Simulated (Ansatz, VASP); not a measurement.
**BeCdS4 in VASP and in Ansatz**

```
Be Cd S
1.0
     4.82343    0.00000    0.00555
     0.00000    3.78671    0.00000
     0.00043    0.00000    5.95172
Be Cd S
1 1 4
Direct
  0.00000 0.00000 0.00000
  0.50000 0.50000 0.50000
  0.29851 0.50000 0.07549
  0.70149 0.50000 0.92451
  0.85346 0.00000 0.37107
  0.14654 0.00000 0.62893
```

Change from the starting cell: species swapped into the CrFeSb4 type (P2/m, No. 10).

Alike in both runs: functional PBE; k mesh 3 × 5 × 3; occupations gaussian, width 0.2 eV; no spin polarisation.

Ansatz relaxed the structure, and its values are those at the end. VASP's run is a single point on that final structure, the one shown.

|  | VASP | Ansatz |
| --- | --- | --- |
| version | VASP 6.6.1 | Ansatz 0.2.0 |
| potentials or method | VASP PAW PBE potentials, release 64 (Be, Cd_sv_GW, S), cutoff 630 eV | scalar-relativistic, plane waves, PAW |
| valence electrons in the cell | 46 | 46 |

VASP gave:

```
gap on the k mesh at the Fermi level (eV) : 0.85
least direct gap on the mesh (eV)         : 1.03
pressure (GPa)                            : -0.2
rms of the force components (eV/Å)        : 0.042
```

Q: What did Ansatz give for the same quantities?

A: gap on the k mesh at the Fermi level (eV): 0.83; least direct gap on the mesh (eV): 1.00; pressure (GPa): 0.1; rms of the force components (eV/Å): 0.009.

The functional is the same, so the differences come from potentials, cutoffs and numerics.

The k mesh is coarse, so the values compare programs but aren't converged.
